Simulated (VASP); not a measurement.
# Al2Cu (I4/mcm) in VASP: notebook

The runs below take Al2Cu through single point, relaxation of cell and atoms, with PBE.

Program: VASP 6.6.1. These are calculated values, not measurements. Logs are shortened: lines on timing, memory, paths and dates and some standing lists are left out, and cuts for length are marked.

## (1) The cell of the first run

It takes space group I4/mcm (No. 140, tetragonal). Conventional cell: a = 6.052 Å, b = 6.052 Å, c = 4.883 Å, α = 90.00°, β = 90.00°, γ = 90.00°. Al (site symmetry m2m) has 4 Cu at 2.58 Å and 11 Al at 2.72 to 3.22 Å within 3.4 Å. Within 3.2 Å of Cu (site symmetry 422) lie 2 Cu at 2.44 Å and 8 Al at 2.58 Å.

## (2) Single point, PBE

Input file INCAR:

```
PREC = Accurate ; ENCUT = 520
EDIFF = 1E-6 ; ISMEAR = 0
SIGMA = 0.1 ; LREAL = F
LASPH = T ; NELM = 100
ALGO = Normal ; ISIF = 2
LWAVE = F ; LCHARG = F
GGA = PE ; NBANDS = 26
```

Input file KPOINTS:

```
Automatic mesh
0
Gamma
  10 10 10
```

Input file POSCAR:

```
Al2Cu
1.0
   -3.0261888792      3.0261888792      2.4416174499
    3.0261888792     -3.0261888792      2.4416174499
    3.0261888792      3.0261888792     -2.4416174499
Al Cu
4 2
Direct
    0.1587211840      0.6587211840      0.8174423679
    0.6587211840      0.8412788160      0.5000000000
    0.8412788160      0.3412788160      0.1825576321
    0.3412788160      0.1587211840      0.5000000000
    0.7500000000      0.7500000000      0.0000000000
    0.2500000000      0.2500000000      0.0000000000
```

Potentials or basis: VASP PAW PBE potentials, release 64 (Al, Cu).

Command:

```sh
$ cat potpaw_PBE.64/Al/POTCAR potpaw_PBE.64/Cu/POTCAR > POTCAR
$ mpirun -np 1 vasp_std > vasp.out
```

OUTCAR:

```text
PREC = Accurate
   ENCUT = 520
   EDIFF = 1E-6
   ISMEAR = 0
   LREAL = F
   LASPH = T
   NELM = 100
   ISIF = 2
   GGA = PE

 ion  position               nearest neighbor table
   1  0.159  0.659  0.817-   5 2.58   6 2.58   5 2.58   6 2.58   3 2.72   3 2.90   3 2.90   4 3.11
                             2 3.11   2 3.11   4 3.11   4 3.22   2 3.22   2 3.22   4 3.22
   2  0.659  0.841  0.500-   6 2.58   5 2.58   5 2.58   6 2.58   4 2.72   4 2.90   4 2.90   3 3.11
                             1 3.11   1 3.11   3 3.11   1 3.22   3 3.22   1 3.22   3 3.22
   3  0.841  0.341  0.183-   5 2.58   6 2.58   5 2.58   6 2.58   1 2.72   1 2.90   1 2.90   2 3.11
                             4 3.11   4 3.11   2 3.11   4 3.22   2 3.22   4 3.22   2 3.22
   4  0.341  0.159  0.500-   5 2.58   6 2.58   6 2.58   5 2.58   2 2.72   2 2.90   2 2.90   3 3.11
                             1 3.11   1 3.11   3 3.11   1 3.22   3 3.22   3 3.22   1 3.22
   5  0.750  0.750  0.000-   6 2.44   6 2.44   4 2.58   2 2.58   4 2.58   2 2.58   1 2.58   3 2.58
                             3 2.58   1 2.58
   6  0.250  0.250  0.000-   5 2.44   5 2.44   2 2.58   4 2.58   2 2.58   4 2.58   3 2.58   1 2.58
                             1 2.58   3 2.58

  LATTYP: Found a body centered tetragonal cell.
 ALAT       =     6.0523777584
 C/A-ratio  =     0.8068291661

  Lattice vectors:

 A1 = (  -3.0261888792,   3.0261888792,   2.4416174499)
 A2 = (   3.0261888792,  -3.0261888792,   2.4416174499)
 A3 = (   3.0261888792,   3.0261888792,  -2.4416174499)

Analysis of symmetry for initial positions (statically):
=====================================================================
 Subroutine PRICEL returns:
 Original cell was already a primitive cell.

 Routine SETGRP: Setting up the symmetry group for a
 body centered tetragonal supercell.

 Subroutine GETGRP returns: Found 16 space group operations
 (whereof  8 operations were pure point group operations)
 out of a pool of 16 trial point group operations.

The static configuration has the point symmetry C_4h.
 The point group associated with its full space group is D_4h.

Analysis of symmetry for dynamics (positions and initial velocities):
=====================================================================
 Subroutine PRICEL returns:
 Original cell was already a primitive cell.

 Routine SETGRP: Setting up the symmetry group for a
 body centered tetragonal supercell.

 Subroutine GETGRP returns: Found 16 space group operations
 (whereof  8 operations were pure point group operations)
 out of a pool of 16 trial point group operations.

The dynamic configuration has the point symmetry C_4h.
 The point group associated with its full space group is D_4h.

 Subroutine INISYM returns: Found 16 space group operations
 (whereof  8 operations are pure point group operations),
 and found     1 'primitive' translations

----------------------------------------------------------------------------------------

                                     Primitive cell

  volume of cell :      89.4396

  direct lattice vectors                    reciprocal lattice vectors
    -3.026188879  3.026188879  2.441617450     0.000000000  0.165224320  0.204782285
     3.026188879 -3.026188879  2.441617450     0.165224320  0.000000000  0.204782285
     3.026188879  3.026188879 -2.441617450     0.165224320  0.165224320  0.000000000

  length of vectors
     4.927183175  4.927183175  4.927183175     0.263125180  0.263125180  0.233662474

  position of ions in fractional coordinates (direct lattice)
     0.158721184  0.658721184  0.817442368
     0.658721184  0.841278816  0.500000000
     0.841278816  0.341278816  0.182557632
     0.341278816  0.158721184  0.500000000
     0.750000000  0.750000000  0.000000000
     0.250000000  0.250000000  0.000000000

  ion indices of the primitive-cell ions
   primitive index   ion index
                 1           1
                 2           2
                 3           3
                 4           4
                 5           5
                 6           6

----------------------------------------------------------------------------------------

 KPOINTS: Automatic mesh

Automatic generation of k-mesh.
 Grid dimensions read from file:
 generate k-points for:   10   10   10

 Generating k-lattice:

  Cartesian coordinates                     Fractional coordinates (reciprocal lattice)
     0.000000000  0.016522432  0.020478228     0.100000000  0.000000000 -0.000000000
     0.016522432  0.000000000  0.020478228     0.000000000  0.100000000 -0.000000000
     0.016522432  0.016522432  0.000000000     0.000000000  0.000000000  0.100000000

  Length of vectors
     0.026312518  0.026312518  0.023366247

  Shift w.r.t. Gamma in fractional coordinates (k-lattice)
     0.000000000  0.000000000  0.000000000

 Subroutine IBZKPT returns following result:
 ===========================================

 Found    102 irreducible k-points:

 Following reciprocal coordinates:
            Coordinates               Weight
  0.000000  0.000000  0.000000      1.000000
  0.100000  0.000000  0.000000      8.000000
  0.200000  0.000000  0.000000      8.000000
  0.300000 -0.000000  0.000000      8.000000
  0.400000  0.000000 -0.000000      8.000000
  0.500000  0.000000  0.000000      4.000000
[... 16 lines left out ...]
  0.300000  0.300000  0.000000      8.000000
  0.400000  0.300000  0.000000     16.000000
 [... further k-points ...]
   k-points           NKPTS =    102   k-points in BZ     NKDIM =    102   number of bands    NBANDS=     26
   number of dos      NEDOS =    301   number of ions     NIONS =      6
   total plane-waves  NPLWV =  64000
   dimension x,y,z NGX =    40 NGY =   40 NGZ =   40
   dimension x,y,z NGXF=    80 NGYF=   80 NGZF=   80
   ions per type =               4   2
   NGX,Y,Z   is equivalent  to a cutoff of  13.50, 13.50, 13.50 a.u.
   NGXF,Y,Z  is equivalent  to a cutoff of  26.99, 26.99, 26.99 a.u.
 SYSTEM =  unknown system
   PREC   = accura    normal or accurate (medium, high low for compatibility)
   ISTART =      0    job   : 0-new  1-cont  2-samecut
   ICHARG =      2    charge: 1-file 2-atom 10-const
   ISPIN  =      1    spin polarized calculation?
   LNONCOLLINEAR =      F non collinear calculations
   LSORBIT =      F    spin-orbit coupling
   LASPH  =      T    aspherical Exc in radial PAW
   ENCUT  =  520.0 eV  38.22 Ry    6.18 a.u.   9.16  9.16  9.16*2*pi/ulx,y,z
   NELM   =    100;   NELMIN=  2; NELMDL= -5     # of ELM steps
   EDIFF  = 0.1E-05   stopping-criterion for ELM
   LREAL  =      F    real-space projection
   EDIFFG = 0.1E-04   stopping-criterion for IOM
   NSW    =      0    number of steps for IOM
   IBRION =     -1    ionic relax: 0-MD 1-quasi-New 2-CG
   NFREE  =      0    steps in history (QN), initial steepest desc. (CG)
   ISIF   =      2    stress and relaxation
   ISYM   =      2    0-nonsym 1-usesym 2-fastsym
   POTIM  = 0.5000    time-step for ionic-motion
   TEBEG  =    0.0;   TEEND  =   0.0 temperature during run
   PSTRESS=    0.0 pullay stress
   NELECT =      34.0000    total number of electrons
   NUPDOWN=      -1.0000    fix difference up-down
   EMIN   =  10.00;   EMAX   =-10.00  energy-range for DOS
   EFERMI =   0.00;   METHOD = LEGACY
   ISMEAR =     0;   SIGMA  =   0.10  broadening in eV -4-tet -1-fermi 0-gaus
   EFERMI_NEDOS =   21; number of points for ismear=-14 and -15
   IALGO  =     38    algorithm
   IMIX   =      4    mixing-type and parameters
     AMIX     =   0.40;   BMIX     =  1.00
     AMIX_MAG =   1.60;   BMIX_MAG =  1.00
  volume/ion in A,a.u.               =      14.91       100.59
  Fermi-wavevector in a.u.,A,eV,Ry     =   1.185927  2.241077 19.135541  1.406423
  Thomas-Fermi vector in A             =   2.322110
   LORBIT       =      0    0 simple, 1 ext, 2 COOP (PROOUT), +10 PAW based schemes
   GGA     = PE    functional components
   LHFCALC =     F    Hartree Fock is set to
   AEXX    =    0.0000 exact exchange contribution
   IVDW    =     0    specifies the selected vdW correction
   LEPSILON=     F    determine dielectric tensor
   LRPA    =     F    only Hartree local field effects (RPA)
 non-spin polarized calculation
 Gauss-broadening in eV      SIGMA  =   0.10
  energy-cutoff  :      520.00
  volume of cell :       89.44
 maximum number of plane-waves:      2427
 NGX is ok and might be reduce to    40
   NGX = 19   NGY = 19   NGZ = 19

 number of electron      33.9999976 magnetization

 Free energy of the ion-electron system (eV)
  ---------------------------------------------------
  ext. energy  EPLUGINS =         0.00000000
  ---------------------------------------------------
  free energy    TOTEN  =       -23.38919041 eV

  energy without entropy =      -23.37997358  energy(sigma->0) =      -23.38458200

 E-fermi :   7.9446     XC(G=0): -10.8556

 val. band max:        7.9354418622   @ k =  -0.1000   0.3000   0.1000
 cond. band min:       7.9807609588   @ k =  -0.2000  -0.3000   0.2000
 fundamental gap:      0.0453190967
 Fermi energy:         7.9445905167

 k-point     1 :       0.0000    0.0000    0.0000
  band No.  band energies     occupation
      1      -2.7738      2.00000
      2       2.6716      2.00000
      3       2.8769      2.00000
      4       2.8769      2.00000
      5       2.9154      2.00000
      6       3.7888      2.00000
[... 18 lines left out ...]
     25      13.2444      0.00000
     26      13.8082      0.00000

 k-point     2 :       0.1000    0.0000    0.0000
  band No.  band energies     occupation
      1      -2.6694      2.00000
      2       2.6608      2.00000
      3       2.8509      2.00000
      4       2.8709      2.00000
      5       2.9370      2.00000
      6       3.7715      2.00000
[... 18 lines left out ...]
     25      13.3597      0.00000
     26      14.0525      0.00000

 k-point     3 :       0.2000    0.0000    0.0000
  band No.  band energies     occupation
      1      -2.3574      2.00000
      2       2.6369      2.00000
      3       2.6481      2.00000
      4       2.8511      2.00000
      5       2.9930      2.00000
      6       3.7019      2.00000
[... 572 lines left out ...]
 k-point    23 :       0.3000    0.3000    0.0000
  band No.  band energies     occupation
      1       0.1461      2.00000
      2       0.4712      2.00000
      3       0.5062      2.00000
      4       2.6274      2.00000
      5       3.4241      2.00000
      6       3.4548      2.00000
[... 18 lines left out ...]
     25      14.0315      0.00000
     26      15.0254      0.00000

 k-point    24 :       0.4000    0.3000    0.0000
  band No.  band energies     occupation
      1      -0.4179      2.00000
      2       0.3506      2.00000
      3       1.1323      2.00000
      4       2.7340      2.00000
      5       3.2666      2.00000
      6       3.4207      2.00000
[... 18 lines left out ...]
     25      14.9734      0.00000
     26      14.9887      0.00000

 [... further k-points ...]
[... 5 lines left out ...]
  --------------------------------------------------------------------------------------
  -------------------------------------------------------------------------------------
  Total        0.1030137      0.1030137      0.1154636      0.0000000     -0.0000000      0.0000000
  in kB        1.8453374      1.8453374      2.0683586      0.0000000     -0.0000000      0.0000000
  external PRESSURE =       1.9196778 kB  Pullay stress =       0.0000000 kB

 VOLUME and BASIS-vectors are now :
 -----------------------------------------------------------------------------
  energy-cutoff  :      520.00
  volume of cell :       89.44
      direct lattice vectors                 reciprocal lattice vectors
    -3.026188879  3.026188879  2.441617450     0.000000000  0.165224320  0.204782285
     3.026188879 -3.026188879  2.441617450     0.165224320  0.000000000  0.204782285
     3.026188879  3.026188879 -2.441617450     0.165224320  0.165224320  0.000000000

 POSITION                                       TOTAL-FORCE (eV/Angst)
 -----------------------------------------------------------------------------------
      3.98683      0.96064      0.00000        -0.001849     -0.001849      0.000000
      2.06555      0.96064      2.44162         0.001849     -0.001849      0.000000
     -0.96064      2.06555      2.44162         0.001849      0.001849     -0.000000
      0.96064      2.06555      0.00000        -0.001849      0.001849      0.000000
      0.00000      0.00000      3.66243         0.000000      0.000000      0.000000
      0.00000      0.00000      1.22081         0.000000     -0.000000      0.000000
 -----------------------------------------------------------------------------------
    total drift:                               -0.000000     -0.000000      0.000000

  FREE ENERGIE OF THE ION-ELECTRON SYSTEM (eV)
  ---------------------------------------------------
  free  energy   TOTEN  =       -23.3891904101 eV

  energy  without entropy=      -23.3799735809  energy(sigma->0) =      -23.38458200
```

Run time: 3.3 min. Hardware: 1 thread of Intel Xeon 6975P-C (Granite Rapids), shared host; peak memory 0.37 GiB.

Results:

- Free energy: -23.3892 eV
- Pressure: 0.2 GPa
- Band gap on the k mesh: zero (band 17 reaches 10.51 eV, above the bottom of band 18 at 6.20 eV)

Forces on the atoms (eV/Å):
```
Al  -0.002 -0.002  0.000
Al   0.002 -0.002  0.000
Al   0.002  0.002  0.000
Al  -0.002  0.002  0.000
Cu   0.000  0.000  0.000
Cu   0.000  0.000  0.000
```

(Continued in part 2 of 2.)
